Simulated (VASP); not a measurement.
# W (Immm) in VASP: single point with PBEsol

Aim: the single point of W with PBEsol.

Everything below comes from runs of VASP 6.6.1. Logs are shortened: lines on timing, memory, paths and dates and some standing lists are left out, and cuts for length are marked.

## Step 1: The cell of the first run

It takes space group Immm (No. 71, orthorhombic). Conventional cell: a = 2.860 Å, b = 2.882 Å, c = 4.060 Å, α = 90.00°, β = 90.00°, γ = 90.00°. Within 3.8 Å of W (site symmetry mmm) lie 12 W at 2.86 to 2.88 Å.

This isn't the form of W at room conditions, which is bcc.

## Step 2: Single point, PBEsol (strain +0.0075 x Voigt [0, 0, 0, 1, 0, 0])

The input, INCAR:

```
PREC = Accurate
ENCUT = 520
EDIFF = 1E-6
ISMEAR = 0
SIGMA = 0.15
LREAL = False
LASPH = True
NELM = 100
ALGO = Fast
ISIF = 2
LWAVE = False
LCHARG = False
GGA = PS
NBANDS = 13
```

The input, KPOINTS:

```
Automatic mesh
0
Gamma
  20 20 20
```

The input, POSCAR:

```
W
1.0
    0.0000000000      2.0376125000      2.0376125000
    2.0300000000      0.0076125000      2.0300000000
    2.0300000000      2.0300000000      0.0076125000
W
1
Direct
    0.0000000000      0.0000000000      0.0000000000
```

Potentials or basis: VASP PAW PBE potentials, release 64 (W_sv).

On the command line:

```bash
$ cat potpaw_PBE.64/W_sv/POTCAR > POTCAR
$ mpirun -np 1 vasp_std > vasp.out
```

OUTCAR:

```text
PREC = Accurate
   ENCUT = 520
   EDIFF = 1E-6
   ISMEAR = 0
   LREAL = False
   LASPH = True
   NELM = 100
   ISIF = 2
   GGA = PS

 ion  position               nearest neighbor table
   1  0.000  0.000  0.000-

  LATTYP: Found a body centered orthorhombic cell.
 ALAT       =     2.8600878309
 B/A-ratio  =     1.0075282309
 C/A-ratio  =     1.4195368255

  Lattice vectors:

 A1 = (  -2.0300000000,   2.0300000000,   0.0076125000)
 A2 = (  -2.0300000000,  -2.0300000000,  -0.0076125000)
 A3 = (   2.0300000000,   0.0076125000,   2.0300000000)

Analysis of symmetry for initial positions (statically):
=====================================================================
 Subroutine PRICEL returns:
 Original cell was already a primitive cell.

 Routine SETGRP: Setting up the symmetry group for a
 body centered orthorhombic supercell.

 Subroutine GETGRP returns: Found  8 space group operations
 (whereof  8 operations were pure point group operations)
 out of a pool of  8 trial point group operations.

The static configuration has the point symmetry D_2h.

Analysis of symmetry for dynamics (positions and initial velocities):
=====================================================================
 Subroutine PRICEL returns:
 Original cell was already a primitive cell.

 Routine SETGRP: Setting up the symmetry group for a
 body centered orthorhombic supercell.

 Subroutine GETGRP returns: Found  8 space group operations
 (whereof  8 operations were pure point group operations)
 out of a pool of  8 trial point group operations.

The dynamic configuration has the point symmetry D_2h.

 Subroutine INISYM returns: Found  8 space group operations
 (whereof  8 operations are pure point group operations),
 and found     1 'primitive' translations

----------------------------------------------------------------------------------------

                                     Primitive cell

  volume of cell :      16.7306

  direct lattice vectors                    reciprocal lattice vectors
     0.000000000  2.037612500  2.037612500    -0.246305419  0.245385224  0.245385224
     2.030000000  0.007612500  2.030000000     0.246305419 -0.247232541  0.247232541
     2.030000000  2.030000000  0.007612500     0.246305419  0.247232541 -0.247232541

  length of vectors
     2.881619232  2.870863624  2.870863624     0.425551613  0.427684718  0.427684718

  position of ions in fractional coordinates (direct lattice)
     0.000000000  0.000000000  0.000000000

  ion indices of the primitive-cell ions
   primitive index   ion index
                 1           1

----------------------------------------------------------------------------------------

 KPOINTS: Automatic mesh

Automatic generation of k-mesh.
 Grid dimensions read from file:
 generate k-points for:   20   20   20

 Generating k-lattice:

  Cartesian coordinates                     Fractional coordinates (reciprocal lattice)
    -0.012315271  0.012269261  0.012269261     0.050000000 -0.000000000 -0.000000000
     0.012315271 -0.012361627  0.012361627     0.000000000  0.050000000 -0.000000000
     0.012315271  0.012361627 -0.012361627     0.000000000 -0.000000000  0.050000000

  Length of vectors
     0.021277581  0.021384236  0.021384236

  Shift w.r.t. Gamma in fractional coordinates (k-lattice)
     0.000000000  0.000000000  0.000000000

 Subroutine IBZKPT returns following result:
 ===========================================

 Found   1166 irreducible k-points:

 Following reciprocal coordinates:
            Coordinates               Weight
  0.000000  0.000000  0.000000      1.000000
  0.050000  0.000000  0.000000      4.000000
  0.100000 -0.000000  0.000000      4.000000
  0.150000  0.000000 -0.000000      4.000000
  0.200000 -0.000000  0.000000      4.000000
  0.250000  0.000000  0.000000      4.000000
[... 16 lines left out ...]
 -0.450000  0.050000  0.000000      8.000000
 -0.400000  0.050000 -0.000000      8.000000
 [... further k-points ...]
   k-points           NKPTS =   1166   k-points in BZ     NKDIM =   1166   number of bands    NBANDS=     13
   number of dos      NEDOS =    301   number of ions     NIONS =      1
   total plane-waves  NPLWV =  13824
   dimension x,y,z NGX =    24 NGY =   24 NGZ =   24
   dimension x,y,z NGXF=    48 NGYF=   48 NGZF=   48
   ions per type =               1
   NGX,Y,Z   is equivalent  to a cutoff of  13.85, 13.90, 13.90 a.u.
   NGXF,Y,Z  is equivalent  to a cutoff of  27.69, 27.80, 27.80 a.u.
 SYSTEM =  unknown system
   PREC   = accura    normal or accurate (medium, high low for compatibility)
   ISTART =      0    job   : 0-new  1-cont  2-samecut
   ICHARG =      2    charge: 1-file 2-atom 10-const
   ISPIN  =      1    spin polarized calculation?
   LNONCOLLINEAR =      F non collinear calculations
   LSORBIT =      F    spin-orbit coupling
   LASPH  =      T    aspherical Exc in radial PAW
   ENCUT  =  520.0 eV  38.22 Ry    6.18 a.u.   5.36  5.34  5.34*2*pi/ulx,y,z
   NELM   =    100;   NELMIN=  2; NELMDL= -5     # of ELM steps
   EDIFF  = 0.1E-05   stopping-criterion for ELM
   LREAL  =      F    real-space projection
   EDIFFG = 0.1E-04   stopping-criterion for IOM
   NSW    =      0    number of steps for IOM
   IBRION =     -1    ionic relax: 0-MD 1-quasi-New 2-CG
   NFREE  =      0    steps in history (QN), initial steepest desc. (CG)
   ISIF   =      2    stress and relaxation
   ISYM   =      2    0-nonsym 1-usesym 2-fastsym
   POTIM  = 0.5000    time-step for ionic-motion
   TEBEG  =    0.0;   TEEND  =   0.0 temperature during run
   PSTRESS=    0.0 pullay stress
   NELECT =      14.0000    total number of electrons
   NUPDOWN=      -1.0000    fix difference up-down
   EMIN   =  10.00;   EMAX   =-10.00  energy-range for DOS
   EFERMI =   0.00;   METHOD = LEGACY
   ISMEAR =     0;   SIGMA  =   0.15  broadening in eV -4-tet -1-fermi 0-gaus
   EFERMI_NEDOS =   21; number of points for ismear=-14 and -15
   IALGO  =     68    algorithm
   IMIX   =      4    mixing-type and parameters
     AMIX     =   0.40;   BMIX     =  1.00
     AMIX_MAG =   1.60;   BMIX_MAG =  1.00
  volume/ion in A,a.u.               =      16.73       112.90
  Fermi-wavevector in a.u.,A,eV,Ry     =   1.542695  2.915272 32.380628  2.379909
  Thomas-Fermi vector in A             =   2.648463
   LORBIT       =      0    0 simple, 1 ext, 2 COOP (PROOUT), +10 PAW based schemes
   GGA     = PS    functional components
   LHFCALC =     F    Hartree Fock is set to
   AEXX    =    0.0000 exact exchange contribution
   IVDW    =     0    specifies the selected vdW correction
   LEPSILON=     F    determine dielectric tensor
   LRPA    =     F    only Hartree local field effects (RPA)
 non-spin polarized calculation
 RMM-DIIS sequential band-by-band and
 Gauss-broadening in eV      SIGMA  =   0.15
  energy-cutoff  :      520.00
  volume of cell :       16.73
 maximum number of plane-waves:       465
 NGX is ok and might be reduce to    24
   NGX = 11   NGY = 11   NGZ = 11

 number of electron      14.0000002 magnetization

 Free energy of the ion-electron system (eV)
  ---------------------------------------------------
  ext. energy  EPLUGINS =         0.00000000
  ---------------------------------------------------
  free energy    TOTEN  =       -13.28761943 eV

  energy without entropy =      -13.27178082  energy(sigma->0) =      -13.27970013

 E-fermi :  10.0546     XC(G=0): -13.4491

 val. band max:       10.0539371066   @ k =   0.0000   0.3500   0.1000
 cond. band min:      10.0560891068   @ k =  -0.4000   0.0500   0.0500
 fundamental gap:      0.0021520002
 Fermi energy:        10.0545999029

 k-point     1 :       0.0000    0.0000    0.0000
  band No.  band energies     occupation
      1     -63.6147      2.00000
      2     -27.2736      2.00000
      3     -27.2641      2.00000
      4     -27.2542      2.00000
      5       1.1522      2.00000
      6       9.4515      2.00000
      7       9.5160      2.00000
      8       9.5839      1.99999
      9      12.5481      0.00000
     10      12.5481      0.00000
     11      22.8597      0.00000
     12      27.8483      0.00000
     13      27.9447      0.00000

 k-point     2 :       0.0500    0.0000    0.0000
  band No.  band energies     occupation
      1     -63.6123      2.00000
      2     -27.2990      2.00000
      3     -27.2701      2.00000
      4     -27.2578      2.00000
      5       1.2596      2.00000
      6       9.3857      2.00000
      7       9.5484      2.00000
      8       9.6344      1.99993
      9      12.5025      0.00000
     10      12.5035      0.00000
     11      23.0756      0.00000
     12      27.3827      0.00000
     13      28.1167      0.00000

 k-point     3 :       0.1000   -0.0000    0.0000
  band No.  band energies     occupation
      1     -63.6056      2.00000
      2     -27.3790      2.00000
      3     -27.2807      2.00000
      4     -27.2683      2.00000
      5       1.5729      2.00000
      6       9.1708      2.00000
      7       9.6752      1.99965
      8       9.7700      1.99271
      9      12.3939      0.00000
     10      12.3974      0.00000
     11      23.6731      0.00000
     12      26.3790      0.00000
     13      28.7042      0.00000
[... 305 lines left out ...]
 k-point    23 :      -0.4500    0.0500    0.0000
  band No.  band energies     occupation
      1     -63.5185      2.00000
      2     -28.3202      2.00000
      3     -27.4229      2.00000
      4     -27.4048      2.00000
      5       4.6358      2.00000
      6       9.2003      2.00000
      7       9.3849      2.00000
      8      10.3803      0.00214
      9      14.7243      0.00000
     10      15.2167      0.00000
     11      20.0434      0.00000
     12      22.8387      0.00000
     13      28.4692      0.00000

 k-point    24 :      -0.4000    0.0500   -0.0000
  band No.  band energies     occupation
      1     -63.5238      2.00000
      2     -28.2650      2.00000
      3     -27.4189      2.00000
      4     -27.3927      2.00000
      5       4.5918      2.00000
      6       9.2958      2.00000
      7       9.4583      2.00000
      8       9.8714      1.91594
      9      14.2402      0.00000
     10      14.9731      0.00000
     11      20.6350      0.00000
     12      23.3991      0.00000
     13      28.9226      0.00000

 [... further k-points ...]

------------------------ aborting loop because EDIFF is reached ----------------------------------------

  FORCE on cell =-STRESS in cart. coord.  units (eV):
  Direction    XX          YY          ZZ          XY          YZ          ZX
  --------------------------------------------------------------------------------------
  -------------------------------------------------------------------------------------
  Total       -1.2649950     -1.2711161     -1.2711161      0.0000000      0.1198244      0.0000000
  in kB     -121.1399465   -121.7261294   -121.7261294      0.0000000     11.4747665      0.0000000
  external PRESSURE =    -121.5307351 kB  Pullay stress =       0.0000000 kB

 VOLUME and BASIS-vectors are now :
 -----------------------------------------------------------------------------
  energy-cutoff  :      520.00
  volume of cell :       16.73
      direct lattice vectors                 reciprocal lattice vectors
     0.000000000  2.037612500  2.037612500    -0.246305419  0.245385224  0.245385224
     2.030000000  0.007612500  2.030000000     0.246305419 -0.247232541  0.247232541
     2.030000000  2.030000000  0.007612500     0.246305419  0.247232541 -0.247232541

 POSITION                                       TOTAL-FORCE (eV/Angst)
 -----------------------------------------------------------------------------------
      0.00000      0.00000      0.00000         0.000000      0.000000     -0.000000
 -----------------------------------------------------------------------------------
    total drift:                               -0.000000     -0.000000     -0.000000

  FREE ENERGIE OF THE ION-ELECTRON SYSTEM (eV)
  ---------------------------------------------------
  free  energy   TOTEN  =       -13.2876194336 eV

  energy  without entropy=      -13.2717808218  energy(sigma->0) =      -13.27970013
```

Run time: 3.4 min. Hardware: 1 thread of AMD EPYC 7R13 (Zen 3), shared host; peak memory 0.31 GiB.

Results:

* Free energy: -13.2876 eV
* Pressure: -12.2 GPa
* Band gap on the k mesh: zero (bands 7 and 8 overlap by 3.48 eV)

Stress tensor (GPa, compression positive):
```
-12.11   0.00   0.00
  0.00 -12.17   1.15
  0.00   1.15 -12.17
```

Levels at points of the mesh, in eV from the Fermi level:
```
           k point  band 4  band 5  band 6  band 7  band 8  band 9  band 10  band 11
(0.00, 0.00, 0.00)  -37.31   -8.90   -0.60   -0.54   -0.47    2.49     2.49    12.81
(0.50, 0.00, 0.00)  -37.45   -5.51   -0.79   -0.69    0.56    4.86     4.94     9.94
(0.00, 0.50, 0.00)  -37.47   -5.50   -0.82   -0.72    0.64    4.89     4.97    10.04
(0.50, 0.50, 0.00)  -37.71   -5.36   -4.40    2.96    4.87    5.63     5.63    11.57
(0.00, 0.50, 0.50)  -37.70   -5.36   -4.40    2.96    4.87    5.63     5.63    11.46
```

Caveat: the cell differs from its parent crystal (strain +0.0075 x Voigt [0, 0, 0, 1, 0, 0]); the cell stands under tension; the PAW data sets were made with another functional, which shifts forces and pressure a little; spin-orbit coupling is left out, which moves the levels of the heavy elements.
